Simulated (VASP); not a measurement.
# ZnO (scan) (P6_3mc) in VASP: notebook, part 2 of 2

VASP 6.6.1. Earlier steps stand in the parts before.

## 3. Single point, r2SCAN

This run uses another cell than the first one, of 11.81 Å³/atom, 0.993 times its volume.

Contents of POSCAR:

```
ZnO
1.0
    3.2353790477      0.0000000000      0.0000000000
   -1.6176895238      2.8019204461      0.0000000000
    0.0000000000      0.0000000000      5.2111657018
Zn O
2 2
Direct
    0.3333333333      0.6666666667      0.0016840499
    0.6666666667      0.3333333333      0.5016840499
    0.3333333333      0.6666666667      0.3813159501
    0.6666666667      0.3333333333      0.8813159501
```

Contents of INCAR.step1:

```
SYSTEM = ZnO
PREC     = Accurate       ! precision mode
ENCUT    = 520            ! plane-wave cutoff, eV
ISMEAR   = 0              ! smearing method
SIGMA    = 0.02           ! smearing width, eV
LREAL    = .FALSE.        ! projectors in reciprocal space
LASPH    = .TRUE.         ! aspherical terms in the spheres
NELM     = 100            ! most SCF steps
NBANDS   = 26             ! bands
GGA      = PE             ! functional
ALGO     = Normal         ! electronic algorithm
EDIFF    = 1E-4           ! SCF threshold, eV
LWAVE    = .TRUE.         ! write WAVECAR
LCHARG   = .FALSE.        ! write CHGCAR
```

Contents of INCAR.step2:

```
SYSTEM = ZnO
PREC     = Accurate       ! precision mode
ENCUT    = 520            ! plane-wave cutoff, eV
EDIFF    = 1E-6           ! SCF threshold, eV
ISMEAR   = 0              ! smearing method
SIGMA    = 0.02           ! smearing width, eV
LREAL    = .FALSE.        ! projectors in reciprocal space
LASPH    = .TRUE.         ! aspherical terms in the spheres
NELM     = 100            ! most SCF steps
ALGO     = Normal         ! electronic algorithm
ISIF     = 2              ! what is computed and relaxed
LWAVE    = .FALSE.        ! write WAVECAR
LCHARG   = .FALSE.        ! write CHGCAR
METAGGA  = R2SCAN         ! meta-GGA
LMIXTAU  = .TRUE.       
NBANDS   = 26             ! bands
ISTART   = 1
```

Contents of KPOINTS:

```
regular mesh
0
G
  9 9 6
  0 0 0
```

Potentials or basis: VASP PAW PBE potentials, release 64 (Zn, O).

On the command line:

```sh
> cat potpaw_PBE.64/Zn/POTCAR potpaw_PBE.64/O/POTCAR > POTCAR
> cp INCAR.step1 INCAR
> mpirun -np 1 vasp_std > vasp.out
> cp INCAR.step2 INCAR
> mpirun -np 1 vasp_std > vasp.out
```

OUTCAR:

```text
SYSTEM = ZnO
   PREC = Accurate
   ENCUT = 520
   EDIFF = 1E-6
   ISMEAR = 0
   LREAL = .FALSE.
   LASPH = .TRUE.
   NELM = 100
   ISIF = 2
   METAGGA = R2SCAN
   ISTART = 1

 ion  position               nearest neighbor table
   1  0.333  0.667  0.002-   4 1.97   4 1.97   4 1.97   3 1.98
   2  0.667  0.333  0.502-   3 1.97   3 1.97   3 1.97   4 1.98
   3  0.333  0.667  0.381-   2 1.97   2 1.97   2 1.97   1 1.98
   4  0.667  0.333  0.881-   1 1.97   1 1.97   1 1.97   2 1.98

  LATTYP: Found a hexagonal cell.
 ALAT       =     3.2353790477
 C/A-ratio  =     1.6106816620

  Lattice vectors:

 A1 = (   3.2353790477,   0.0000000000,   0.0000000000)
 A2 = (  -1.6176895238,   2.8019204461,   0.0000000000)
 A3 = (   0.0000000000,   0.0000000000,   5.2111657018)

Analysis of symmetry for initial positions (statically):
=====================================================================
 Subroutine PRICEL returns:
 Original cell was already a primitive cell.

 Routine SETGRP: Setting up the symmetry group for a
 hexagonal supercell.

 Subroutine GETGRP returns: Found 12 space group operations
 (whereof  6 operations were pure point group operations)
[... 171 lines left out ...]

 val. band max:        0.9182280231   @ k =   0.0000   0.0000   0.0000
 cond. band min:       2.1529739991   @ k =   0.0000   0.0000   0.0000
 fundamental gap:      1.2347459760
 Fermi energy:         1.0438575654

 k-point     1 :       0.0000    0.0000    0.0000
  band No.  band energies     occupation
      1     -18.2268      2.00000
      2     -17.5307      2.00000
      3      -4.9396      2.00000
      4      -4.9396      2.00000
      5      -4.8830      2.00000
      6      -4.8359      2.00000
[... 685 lines left out ...]
     25      15.0111      0.00000
     26      16.2747      0.00000

 [... further k-points ...]

------------------------ aborting loop because EDIFF is reached ----------------------------------------

  FORCE on cell =-STRESS in cart. coord.  units (eV):
  Direction    XX          YY          ZZ          XY          YZ          ZX
  --------------------------------------------------------------------------------------
  -------------------------------------------------------------------------------------
  Total        0.2720875      0.2720875      0.2973284      0.0000000     -0.0000000      0.0000000
  in kB        9.2279104      9.2279104     10.0839586      0.0000000     -0.0000000      0.0000000
  external PRESSURE =       9.5132598 kB  Pullay stress =       0.0000000 kB

 VOLUME and BASIS-vectors are now :
 -----------------------------------------------------------------------------
  energy-cutoff  :      520.00
  volume of cell :       47.24
      direct lattice vectors                 reciprocal lattice vectors
     3.235379048  0.000000000  0.000000000     0.309082795  0.178449035  0.000000000
    -1.617689524  2.801920446  0.000000000     0.000000000  0.356898070  0.000000000
     0.000000000  0.000000000  5.211165702     0.000000000  0.000000000  0.191895644

 POSITION                                       TOTAL-FORCE (eV/Angst)
 -----------------------------------------------------------------------------------
     -0.00000      1.86795      0.00878         0.000000     -0.000000     -0.011453
      1.61769      0.93397      2.61436        -0.000000      0.000000     -0.011453
     -0.00000      1.86795      1.98710         0.000000     -0.000000      0.011453
      1.61769      0.93397      4.59268         0.000000      0.000000      0.011453
 -----------------------------------------------------------------------------------
    total drift:                               -0.000000      0.000000     -0.086425

  FREE ENERGIE OF THE ION-ELECTRON SYSTEM (eV)
  ---------------------------------------------------
  free  energy   TOTEN  =       -36.3164874899 eV

  energy  without entropy=      -36.3164874899  energy(sigma->0) =      -36.31648749
```

OUTCAR.step1:

```text
SYSTEM = ZnO
   PREC = Accurate
   ENCUT = 520
   ISMEAR = 0
   LREAL = .FALSE.
   LASPH = .TRUE.
   NELM = 100
[... 926 lines left out ...]
      1.61769      0.93397      2.61436        -0.000000      0.000000      0.003365
     -0.00000      1.86795      1.98710        -0.000000      0.000000     -0.003365
      1.61769      0.93397      4.59268         0.000000     -0.000000     -0.003365
 -----------------------------------------------------------------------------------
    total drift:                               -0.000000     -0.000000      0.003009

  FREE ENERGIE OF THE ION-ELECTRON SYSTEM (eV)
  ---------------------------------------------------
  free  energy   TOTEN  =       -17.8084906464 eV

  energy  without entropy=      -17.8084906464  energy(sigma->0) =      -17.80849065
```

It took 66 s on 1 thread of Intel Xeon 6975P-C (Granite Rapids), shared host; peak memory 0.18 GiB.

Results:

```yaml
Free_energy: -36.3165 eV
Pressure: 1.0 GPa
Largest_force: 0.011 eV/Å
Band_gap_on_the_k_mesh: 1.23 eV, direct
```

Forces on the atoms (eV/Å):
```
Zn   0.000  0.000 -0.011
Zn   0.000  0.000 -0.011
O    0.000  0.000  0.011
O    0.000  0.000  0.011
```

Caveat: the PAW data sets were made with another functional, which shifts forces and pressure a little.

## 4. How close it comes

Step 2. Against the measured gap of ZnO, 3.37 eV (quoted in “Electronic structure of alkaline earth and post-transition metal oxides”, 2009, arxiv:0908.1581), the calculated 1.23 eV is off by -2.14 eV. So large a miss can be the level of theory's own, or it may mean another phase, state or a wrong row. The value is that of r2SCAN, without temperature or zero-point motion.

Step 3. Against the measured gap of ZnO, 3.37 eV (quoted in “Electronic structure of alkaline earth and post-transition metal oxides”, 2009, arxiv:0908.1581), the calculated 1.23 eV is off by -2.14 eV. So large a miss can be the level of theory's own, or it may mean another phase, state or a wrong row. The value is that of r2SCAN, without temperature or zero-point motion.
